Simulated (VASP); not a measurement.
# Al11Ga (a cell with a defect) in VASP: single point with PBE

Aim: the single point of Al11Ga (a cell with a defect) with PBE.

Everything below comes from runs of VASP 6.6.1. Logs are shortened: lines on timing, memory, paths and dates and some standing lists are left out, and cuts for length are marked.

### Step 1. The cell of the first run

The cell holds a defect, 12 atoms: a = 8.591 Å, b = 5.727 Å, c = 5.727 Å, α = 60.00°, β = 60.00°, γ = 60.00°.

### Step 2. Single point, PBE

INCAR reads:

```
PREC = Accurate ; ENCUT = 400
EDIFF = 1E-6 ; ISMEAR = -1
SIGMA = 0.1 ; LREAL = False
LASPH = True ; NELM = 120
ALGO = Normal ; ISIF = 2
LWAVE = False ; LCHARG = False
GGA = PE ; NBANDS = 35
GGA_COMPAT = False
```

KPOINTS reads:

```
regular mesh
0
Gamma
  2 3 3
```

POSCAR reads:

```
Al11Ga
1.0
    0.0000000000      6.0744300000      6.0744300000
    4.0496200000      0.0000000000      4.0496200000
    4.0496200000      4.0496200000      0.0000000000
Ga Al
1 11
Direct
    0.0000000000      0.0000000000      0.0000000000
    0.0000000000      0.0000000000      0.5000000000
    0.0000000000      0.5000000000      0.0000000000
    0.0000000000      0.5000000000      0.5000000000
    0.3333333333      0.0000000000      0.0000000000
    0.3333333333      0.0000000000      0.5000000000
    0.3333333333      0.5000000000      0.0000000000
    0.3333333333      0.5000000000      0.5000000000
    0.6666666667      0.0000000000      0.0000000000
    0.6666666667      0.0000000000      0.5000000000
    0.6666666667      0.5000000000      0.0000000000
    0.6666666667      0.5000000000      0.5000000000
```

Potentials or basis: VASP PAW PBE potentials, release 64 (Ga_d, Al).

Launch:

```console
$ cat potpaw_PBE.64/Ga_d/POTCAR potpaw_PBE.64/Al/POTCAR > POTCAR
$ mpirun -np 1 vasp_std > vasp.out
```

OUTCAR:

```text
PREC = Accurate
   ENCUT = 400
   EDIFF = 1E-6
   ISMEAR = -1
   LREAL = False
   LASPH = True
   NELM = 120
   ISIF = 2
   GGA = PE

 ion  position               nearest neighbor table
   1  0.000  0.000  0.000-   5 2.86   9 2.86  10 2.86  11 2.86   6 2.86   7 2.86   2 2.86   4 2.86
                             2 2.86   3 2.86   4 2.86   3 2.86
   2  0.000  0.000  0.500-   6 2.86  10 2.86   9 2.86  12 2.86   5 2.86   8 2.86   1 2.86   3 2.86
                             1 2.86   3 2.86   4 2.86   4 2.86
   3  0.000  0.500  0.000-   7 2.86  11 2.86   9 2.86  12 2.86   8 2.86   5 2.86   2 2.86   4 2.86
                             1 2.86   1 2.86   2 2.86   4 2.86
   4  0.000  0.500  0.500-   8 2.86  12 2.86  11 2.86  10 2.86   7 2.86   6 2.86   1 2.86   3 2.86
                             2 2.86   1 2.86   2 2.86   3 2.86
   5  0.333  0.000  0.000-   1 2.86   2 2.86   3 2.86   6 2.86   7 2.86   6 2.86   8 2.86   7 2.86
                             8 2.86  10 2.86  11 2.86   9 2.86
   6  0.333  0.000  0.500-   2 2.86   1 2.86   4 2.86   5 2.86   8 2.86   5 2.86   7 2.86   7 2.86
                             8 2.86   9 2.86  12 2.86  10 2.86
   7  0.333  0.500  0.000-   3 2.86   1 2.86   4 2.86   5 2.86   8 2.86   6 2.86   8 2.86   5 2.86
                             6 2.86  12 2.86   9 2.86  11 2.86
   8  0.333  0.500  0.500-   4 2.86   3 2.86   2 2.86   6 2.86   7 2.86   5 2.86   7 2.86   5 2.86
                             6 2.86  11 2.86  10 2.86  12 2.86
   9  0.667  0.000  0.000-   1 2.86   2 2.86   3 2.86  10 2.86  10 2.86  12 2.86  11 2.86  11 2.86
                            12 2.86   6 2.86   7 2.86   5 2.86
  10  0.667  0.000  0.500-   2 2.86   1 2.86   4 2.86   9 2.86   9 2.86  11 2.86  12 2.86  11 2.86
                            12 2.86   5 2.86   8 2.86   6 2.86
  11  0.667  0.500  0.000-   3 2.86   4 2.86   1 2.86   9 2.86  10 2.86  12 2.86  12 2.86   9 2.86
                            10 2.86   5 2.86   8 2.86   7 2.86
  12  0.667  0.500  0.500-   4 2.86   3 2.86   2 2.86  10 2.86   9 2.86  11 2.86  11 2.86   9 2.86
                            10 2.86   6 2.86   7 2.86   8 2.86

  LATTYP: Found a face centered orthorhombic cell.
 ALAT       =     5.7270275265
 B/A-ratio  =     1.7320508076
 C/A-ratio  =     2.4494897428

  Lattice vectors:

 A1 = (   0.0000000000,   6.0744300000,   6.0744300000)
 A2 = (  -4.0496200000,   2.0248100000,   6.0744300000)
 A3 = (   4.0496200000,  -0.0000000000,   4.0496200000)

Analysis of symmetry for initial positions (statically):
=====================================================================
 Subroutine PRICEL returns:
 Original cell was already a primitive cell.

 Routine SETGRP: Setting up the symmetry group for a
 face centered orthorhombic supercell.

 Subroutine GETGRP returns: Found  4 space group operations
 (whereof  4 operations were pure point group operations)
 out of a pool of  8 trial point group operations.

[... 137 lines left out ...]
   IALGO  =     38    algorithm
   IMIX   =      4    mixing-type and parameters
     AMIX     =   0.40;   BMIX     =  1.00
     AMIX_MAG =   1.60;   BMIX_MAG =  1.00
  volume/ion in A,a.u.               =      16.60       112.04
  Fermi-wavevector in a.u.,A,eV,Ry     =   1.004321  1.897892 13.723675  1.008662
  Thomas-Fermi vector in A             =   2.136930
   LORBIT       =      0    0 simple, 1 ext, 2 COOP (PROOUT), +10 PAW based schemes
   GGA     = PE    functional components
   LHFCALC =     F    Hartree Fock is set to
   AEXX    =    0.0000 exact exchange contribution
   IVDW    =     0    specifies the selected vdW correction
   LEPSILON=     F    determine dielectric tensor
   LRPA    =     F    only Hartree local field effects (RPA)
 non-spin polarized calculation
  energy-cutoff  :      400.00
  volume of cell :      199.23
 maximum number of plane-waves:      3638
 NGX is ok and might be reduce to    56
   NGX = 27   NGY = 19   NGZ = 19

 number of electron      45.9999994 magnetization

 Free energy of the ion-electron system (eV)
  ---------------------------------------------------
  ext. energy  EPLUGINS =         0.00000000
  ---------------------------------------------------
  free energy    TOTEN  =       -44.90712412 eV

  energy without entropy =      -44.80860152  energy(sigma->0) =      -44.85786282

 E-fermi :   8.1216     XC(G=0): -10.2998

 val. band max:        7.9499374523   @ k =   0.0000  -0.3333   0.3333
 cond. band min:       8.1732823477   @ k =   0.0000   0.3333   0.3333
 fundamental gap:      0.2233448955
 Fermi energy:         8.1216297700

 k-point     1 :       0.0000    0.0000    0.0000
  band No.  band energies     occupation
      1      -7.0566      2.00000
      2      -7.0542      2.00000
      3      -7.0541      2.00000
      4      -7.0387      2.00000
      5      -7.0378      2.00000
      6      -3.3519      2.00000
[... 293 lines left out ...]
     34      11.0895      0.00000
     35      11.1871      0.00000

------------------------ aborting loop because EDIFF is reached ----------------------------------------

  FORCE on cell =-STRESS in cart. coord.  units (eV):
  Direction    XX          YY          ZZ          XY          YZ          ZX
  --------------------------------------------------------------------------------------
  -------------------------------------------------------------------------------------
  Total        0.4301422      0.2805276      0.2805276      0.0184126     -0.0468142      0.0184125
  in kB        3.4590634      2.2559119      2.2559119      0.1480678     -0.3764647      0.1480676
  external PRESSURE =       2.6569624 kB  Pullay stress =       0.0000000 kB

 VOLUME and BASIS-vectors are now :
 -----------------------------------------------------------------------------
  energy-cutoff  :      400.00
  volume of cell :      199.23
      direct lattice vectors                 reciprocal lattice vectors
     0.000000000  6.074430000  6.074430000    -0.082312250  0.082312250  0.082312250
     4.049620000  0.000000000  4.049620000     0.123468375 -0.123468375  0.123468375
     4.049620000  4.049620000  0.000000000     0.123468375  0.123468375 -0.123468375

 POSITION                                       TOTAL-FORCE (eV/Angst)
 -----------------------------------------------------------------------------------
      0.00000      0.00000      0.00000        -0.000000     -0.000000      0.000000
      2.02481      2.02481      0.00000        -0.000000     -0.000000      0.000000
      2.02481      0.00000      2.02481        -0.000000     -0.000000      0.000000
      4.04962      2.02481      2.02481        -0.000000     -0.000000      0.000000
      0.00000      2.02481      2.02481        -0.031519      0.085879      0.085879
      2.02481      4.04962      2.02481        -0.068158      0.010800      0.072002
      2.02481      2.02481      4.04962        -0.068158      0.072002      0.010800
      4.04962      4.04962      4.04962        -0.009904      0.005252      0.005252
      0.00000      4.04962      4.04962         0.031519     -0.085879     -0.085879
      2.02481      6.07443      4.04962         0.068158     -0.010800     -0.072002
      2.02481      4.04962      6.07443         0.068158     -0.072002     -0.010800
      4.04962      6.07443      6.07443         0.009904     -0.005252     -0.005252
 -----------------------------------------------------------------------------------
    total drift:                               -0.000000      0.000000      0.000000

  FREE ENERGIE OF THE ION-ELECTRON SYSTEM (eV)
  ---------------------------------------------------
  free  energy   TOTEN  =       -44.9071241163 eV

  energy  without entropy=      -44.8086015213  energy(sigma->0) =      -44.85786282
```

OSZICAR:

```text
N       E                     dE             d eps       ncg     rms          rms(c)
DAV:   1     0.142511309000E+03    0.14251E+03   -0.15059E+04   600   0.103E+03
DAV:   2    -0.287552845598E+02   -0.17127E+03   -0.15605E+03   632   0.220E+02
DAV:   3    -0.446955371984E+02   -0.15940E+02   -0.15138E+02   692   0.626E+01
DAV:   4    -0.452109370620E+02   -0.51540E+00   -0.50883E+00   712   0.109E+01
DAV:   5    -0.452255491365E+02   -0.14612E-01   -0.14604E-01   754   0.203E+00    0.437E+00
DAV:   6    -0.450173249128E+02    0.20822E+00   -0.20028E-01   800   0.455E+00    0.256E+00
DAV:   7    -0.449145722534E+02    0.10275E+00   -0.72468E-02   762   0.138E+00    0.475E-01
DAV:   8    -0.449077993131E+02    0.67729E-02   -0.52247E-03   682   0.513E-01    0.293E-01
DAV:   9    -0.449072108758E+02    0.58844E-03   -0.62237E-04   863   0.126E-01    0.164E-01
DAV:  10    -0.449071297062E+02    0.81170E-04   -0.83832E-05   839   0.726E-02    0.245E-02
DAV:  11    -0.449071241957E+02    0.55105E-05   -0.73086E-06   653   0.246E-02    0.956E-03
DAV:  12    -0.449071241163E+02    0.79390E-07   -0.46514E-07   395   0.384E-03
   1 F= -.44907124E+02 E0= -.44857863E+02  d E =-.985226E-01
```

stdout:

```text
POSCAR found type information on POSCAR GaAl
 POSCAR found :  2 types and      12 ions
 scaLAPACK will be used
 LDA part: xc-table for (Slater+PW92), standard interpolation
 POSCAR, INCAR and KPOINTS ok, starting setup
 FFT: planning ... GRIDC
 FFT: planning ... GRID_SOFT
 FFT: planning ... GRID
 WAVECAR not read
 entering main loop
```

Wall time 47 s (1 thread of Intel Xeon Platinum 8259CL at 2.50GHz (Skylake/Cascade Lake), shared host); peak memory 0.28 GiB.

What came out:

```
Free energy            : -44.9071 eV
Pressure               : 0.3 GPa
Largest force          : 0.125 eV/Å
Band gap on the k mesh : zero (bands 23 and 24 overlap by 3.41 eV)
```

Forces on the atoms (eV/Å):
```
Ga   0.000  0.000  0.000
Al   0.000  0.000  0.000
Al   0.000  0.000  0.000
Al   0.000  0.000  0.000
Al  -0.032  0.086  0.086
Al  -0.068  0.011  0.072
Al  -0.068  0.072  0.011
Al  -0.010  0.005  0.005
Al   0.032 -0.086 -0.086
Al   0.068 -0.011 -0.072
Al   0.068 -0.072 -0.011
Al   0.010 -0.005 -0.005
```

Stress tensor (GPa, compression positive):
```
 0.35  0.01  0.01
 0.01  0.23 -0.04
 0.01 -0.04  0.23
```

Levels at points of the mesh, in eV from the Fermi level:
```
           k point  band 19  band 20  band 21  band 22  band 23  band 24  band 25  band 26  band 27  band 28
(0.00, 0.00, 0.00)    -3.20    -2.61    -2.61    -1.87     0.20     0.28     0.72     0.76     0.83     1.00
(0.50, 0.00, 0.00)    -3.20    -2.76    -2.61    -2.61    -2.46    -1.97    -1.74     0.74     0.92     1.20
```

Caveat: the k points lie up to 0.45 Å⁻¹ apart, too coarse for converged energies and pressures of a metal.

The gap in the log of VASP goes by the Fermi energy; the results here count the filled bands.